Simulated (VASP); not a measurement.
# SiC (P6_3mc) in VASP: further runs

Runs on SiC. Level: PBE. Tasks: relaxation of the atoms.

Program: VASP 6.6.1. These are calculated values, not measurements. Logs are shortened: lines on timing, memory, paths and dates and some standing lists are left out, and cuts for length are marked.

### Step 1. The cell of the first run

The structure is hexagonal, space group P6_3mc (No. 186). The conventional cell has a = 3.215 Å, b = 3.215 Å, c = 5.069 Å, α = 90.00°, β = 90.00°, γ = 120.00°. Si (site symmetry 3m) has 4 C at 1.91 to 1.96 Å within 2.5 Å. Within 2.5 Å of C (site symmetry 3m) lie 4 Si at 1.91 to 1.96 Å.

### Step 2. Relaxation of the atoms, PBE (volume 11.343 Å^3 an atom, c/a of the conventional cell 1.5765)

File INCAR:

```
SYSTEM = SiC
PREC = Accurate
ENCUT = 520
EDIFF = 1E-7
ISMEAR = 0
SIGMA = 0.05
LREAL = .FALSE.
LASPH = .TRUE.
NELM = 60
ALGO = Normal
ISIF = 2
LWAVE = .FALSE.
LCHARG = .FALSE.
GGA = PE
IBRION = 2
NSW = 50
EDIFFG = -0.01
```

File KPOINTS:

```
Automatic mesh
0
G
  12 12 6
  0 0 0
```

File POSCAR:

```
SiC
1.0
    3.2150503021      0.0000000000      0.0000000000
   -1.6075251511      2.7843152361      0.0000000000
    0.0000000000      0.0000000000      5.0685268013
Si C
2 2
Direct
    0.3333333333      0.6666666667      0.0045639005
    0.6666666667      0.3333333333      0.5045639005
    0.3333333333      0.6666666667      0.3804360995
    0.6666666667      0.3333333333      0.8804360995
```

Potentials or basis: VASP PAW PBE potentials, release 64 (Si, C).

Run with:

```
cat potpaw_PBE.64/Si/POTCAR potpaw_PBE.64/C/POTCAR > POTCAR
mpirun -np 1 vasp_std > vasp.out
```

OUTCAR:

```text
SYSTEM = SiC
   PREC = Accurate
   ENCUT = 520
   EDIFF = 1E-7
   ISMEAR = 0
   LREAL = .FALSE.
   LASPH = .TRUE.
   NELM = 60
   ISIF = 2
   GGA = PE
   IBRION = 2
   NSW = 50
   EDIFFG = -0.01

 ion  position               nearest neighbor table
   1  0.333  0.667  0.005-   3 1.91   4 1.96   4 1.96   4 1.96   2 3.14   2 3.14   2 3.14   2 3.14
                             2 3.14   2 3.14
   2  0.667  0.333  0.505-   4 1.91   3 1.96   3 1.96   3 1.96   1 3.14   1 3.14   1 3.14   1 3.14
                             1 3.14   1 3.14
   3  0.333  0.667  0.380-   1 1.91   2 1.96   2 1.96   2 1.96
   4  0.667  0.333  0.880-   2 1.91   1 1.96   1 1.96   1 1.96

  LATTYP: Found a hexagonal cell.
 ALAT       =     3.2150503021
 C/A-ratio  =     1.5765000000

  Lattice vectors:

 A1 = (   3.2150503021,   0.0000000000,   0.0000000000)
 A2 = (  -1.6075251511,   2.7843152361,   0.0000000000)
 A3 = (   0.0000000000,   0.0000000000,   5.0685268013)

Analysis of symmetry for initial positions (statically):
=====================================================================
 Subroutine PRICEL returns:
 Original cell was already a primitive cell.

 Routine SETGRP: Setting up the symmetry group for a
 hexagonal supercell.

 Subroutine GETGRP returns: Found 12 space group operations
 (whereof  6 operations were pure point group operations)
 out of a pool of 24 trial point group operations.

The static configuration has the point symmetry C_3v.
 The point group associated with its full space group is C_6v.

Analysis of symmetry for dynamics (positions and initial velocities):
=====================================================================
 Subroutine PRICEL returns:
 Original cell was already a primitive cell.

 Routine SETGRP: Setting up the symmetry group for a
 hexagonal supercell.

 Subroutine GETGRP returns: Found 12 space group operations
 (whereof  6 operations were pure point group operations)
 out of a pool of 24 trial point group operations.

The dynamic configuration has the point symmetry C_3v.
 The point group associated with its full space group is C_6v.

 Subroutine INISYM returns: Found 12 space group operations
 (whereof  6 operations are pure point group operations),
 and found     1 'primitive' translations

----------------------------------------------------------------------------------------

                                     Primitive cell

  volume of cell :      45.3720

  direct lattice vectors                    reciprocal lattice vectors
     3.215050302  0.000000000  0.000000000     0.311037124  0.179577367  0.000000000
    -1.607525151  2.784315236  0.000000000     0.000000000  0.359154735  0.000000000
     0.000000000  0.000000000  5.068526801     0.000000000  0.000000000  0.197295987

  length of vectors
     3.215050302  3.215050302  5.068526801     0.359154735  0.359154735  0.197295987

  position of ions in fractional coordinates (direct lattice)
     0.333333333  0.666666667  0.004563901
     0.666666667  0.333333333  0.504563901
     0.333333333  0.666666667  0.380436100
     0.666666667  0.333333333  0.880436100

  ion indices of the primitive-cell ions
   primitive index   ion index
                 1           1
                 2           2
                 3           3
                 4           4

----------------------------------------------------------------------------------------

 KPOINTS: Automatic mesh

Automatic generation of k-mesh.
 Grid dimensions read from file:
 generate k-points for:   12   12    6

 Generating k-lattice:

  Cartesian coordinates                     Fractional coordinates (reciprocal lattice)
     0.025919760  0.014964781  0.000000000     0.083333333 -0.000000000  0.000000000
     0.000000000  0.029929561  0.000000000     0.000000000  0.083333333  0.000000000
     0.000000000  0.000000000  0.032882665     0.000000000  0.000000000  0.166666667

  Length of vectors
     0.029929561  0.029929561  0.032882665

  Shift w.r.t. Gamma in fractional coordinates (k-lattice)
     0.000000000  0.000000000  0.000000000
[... 43 lines left out ...]
   IMIX   =      4    mixing-type and parameters
     AMIX     =   0.40;   BMIX     =  1.00
     AMIX_MAG =   1.60;   BMIX_MAG =  1.00
  volume/ion in A,a.u.               =      11.34        76.55
  Fermi-wavevector in a.u.,A,eV,Ry     =   1.156606  2.185669 18.201029  1.337738
  Thomas-Fermi vector in A             =   2.293225
   LORBIT       =      0    0 simple, 1 ext, 2 COOP (PROOUT), +10 PAW based schemes
   GGA     = PE    functional components
   LHFCALC =     F    Hartree Fock is set to
   AEXX    =    0.0000 exact exchange contribution
   IVDW    =     0    specifies the selected vdW correction
   LEPSILON=     F    determine dielectric tensor
   LRPA    =     F    only Hartree local field effects (RPA)
 conjugate gradient relaxation of ions
 non-spin polarized calculation
 Gauss-broadening in eV      SIGMA  =   0.05
  energy-cutoff  :      520.00
  volume of cell :       45.37
 maximum number of plane-waves:      1251
 NGX is ok and might be reduce to    24
   NGX = 11   NGY = 11   NGZ = 19

--------------------------------------- Ionic step        1  -------------------------------------------

 number of electron      16.0000000 magnetization

 Free energy of the ion-electron system (eV)
  ---------------------------------------------------
  ext. energy  EPLUGINS =         0.00000000
  ---------------------------------------------------
  free energy    TOTEN  =       -29.88203834 eV

  energy without entropy =      -29.88203834  energy(sigma->0) =      -29.88203834

------------------------ aborting loop because EDIFF is reached ----------------------------------------

  FORCE on cell =-STRESS in cart. coord.  units (eV):
  Direction    XX          YY          ZZ          XY          YZ          ZX
  --------------------------------------------------------------------------------------
  -------------------------------------------------------------------------------------
  Total       -5.6578372     -5.6578372     -0.4075879      0.0000000      0.0000000      0.0000000
  in kB     -199.7897035   -199.7897035    -14.3927558      0.0000000      0.0000000      0.0000000
  external PRESSURE =    -137.9907209 kB  Pullay stress =       0.0000000 kB
[... 61 lines left out ...]
  energy  without entropy=      -29.8849103247  energy(sigma->0) =      -29.88491032

--------------------------------------- Ionic step        3  -------------------------------------------

 number of electron      16.0000000 magnetization

 Free energy of the ion-electron system (eV)
  ---------------------------------------------------
  ext. energy  EPLUGINS =         0.00000000
  ---------------------------------------------------
  free energy    TOTEN  =       -29.88639792 eV

  energy without entropy =      -29.88639792  energy(sigma->0) =      -29.88639792

 E-fermi :   7.5268     XC(G=0): -10.9469

 val. band max:        7.3346122669   @ k =   0.0000   0.0000   0.0000
 cond. band min:       9.5704148368   @ k =   0.5000   0.0000   0.0000
 fundamental gap:      2.2358025699
 Fermi energy:         7.5268494969

 k-point     1 :       0.0000    0.0000    0.0000
  band No.  band energies     occupation
      1      -7.6095      2.00000
      2      -4.0838      2.00000
      3      -0.8394      2.00000
      4       5.7230      2.00000
      5       5.7230      2.00000
      6       7.1794      2.00000
      7       7.1794      2.00000
      8       7.3346      2.00000
      9      10.6795      0.00000
     10      12.6452      0.00000
     11      13.0856      0.00000
     12      13.0856      0.00000
[... 331 lines left out ...]
 k-point    24 :       0.3333    0.0000    0.1667
  band No.  band energies     occupation
      1      -5.8327      2.00000
      2      -3.3440      2.00000
      3       0.1095      2.00000
      4       2.0468      2.00000
      5       2.6514      2.00000
      6       4.3496      2.00000
      7       5.8032      2.00000
      8       6.1656      2.00000
      9      10.1708      0.00000
     10      11.6466      0.00000
     11      13.7029      0.00000
     12      14.5239      0.00000

 [... further k-points ...]
[... 5 lines left out ...]
  --------------------------------------------------------------------------------------
  -------------------------------------------------------------------------------------
  Total       -5.5851781     -5.5851781     -0.7194446      0.0000000      0.0000000      0.0000000
  in kB     -197.2239666   -197.2239667    -25.4050488      0.0000000      0.0000000      0.0000000
  external PRESSURE =    -139.9509940 kB  Pullay stress =       0.0000000 kB
[... 19 lines left out ...]
  FREE ENERGIE OF THE ION-ELECTRON SYSTEM (eV)
  ---------------------------------------------------
  free  energy   TOTEN  =       -29.8863979192 eV

  energy  without entropy=      -29.8863979192  energy(sigma->0) =      -29.88639792

 reached required accuracy - stopping structural energy minimisation
```

Wall time 49 s (1 thread of Intel Xeon Platinum 8259CL at 2.50GHz (Skylake/Cascade Lake), shared host); peak memory 0.18 GiB.

What came out:

| Property | Result |
| --- | --- |
| Free energy | -29.8864 eV |
| Energy gained by relaxing | 1.1 meV/atom |
| Ionic steps | 3 |
| Pressure after relaxing | -14.0 GPa |
| Band gap on the k mesh | 2.24 eV, indirect (least direct gap 3.34 eV) |

Stress tensor (GPa, compression positive):
```
-19.72   0.00   0.00
  0.00 -19.72   0.00
  0.00   0.00  -2.54
```

The path:
```
step  energy change (eV)  largest force (eV/Å)  pressure (GPa)
   1              0.0000                0.2701          -13.80
   2             -0.0029                0.1519          -14.09
   3             -0.0044                0.0002          -14.00
```

Final structure:
```cif
data_structure
_symmetry_space_group_name_H-M 'P 1'
_symmetry_Int_Tables_number 1
_cell_length_a 3.2151
_cell_length_b 3.2151
_cell_length_c 5.0685
_cell_angle_alpha 90.000
_cell_angle_beta 90.000
_cell_angle_gamma 120.000
_cell_volume 45.37
loop_
_atom_site_label
_atom_site_type_symbol
_atom_site_fract_x
_atom_site_fract_y
_atom_site_fract_z
_atom_site_occupancy
Si1 Si 0.33333 0.66667 0.00295 1
Si2 Si 0.66667 0.33333 0.50295 1
C1 C 0.33333 0.66667 0.38205 1
C2 C 0.66667 0.33333 0.88205 1
```

Levels at points of the mesh, in eV from the valence-band top:
| k point | band 5 | band 6 | band 7 | band 8 | band 9 | band 10 | band 11 | band 12 |
| --- | --- | --- | --- | --- | --- | --- | --- | --- |
| (0.00, 0.00, 0.00) | -1.61 | -0.16 | -0.16 | 0.00 | 3.34 | 5.31 | 5.75 | 5.75 |
| (0.50, 0.00, 0.00) | -5.20 | -3.43 | -3.11 | -1.22 | 2.24 | 4.28 | 6.09 | 6.60 |
| (0.00, 0.00, 0.50) | -0.95 | -0.95 | -0.95 | -0.95 | 4.57 | 4.57 | 6.51 | 6.51 |
| (0.50, 0.00, 0.50) | -2.53 | -2.53 | -2.12 | -2.12 | 3.05 | 3.05 | 4.96 | 4.96 |

 A k mesh can miss the band edges.

[end of part 1 of 2]
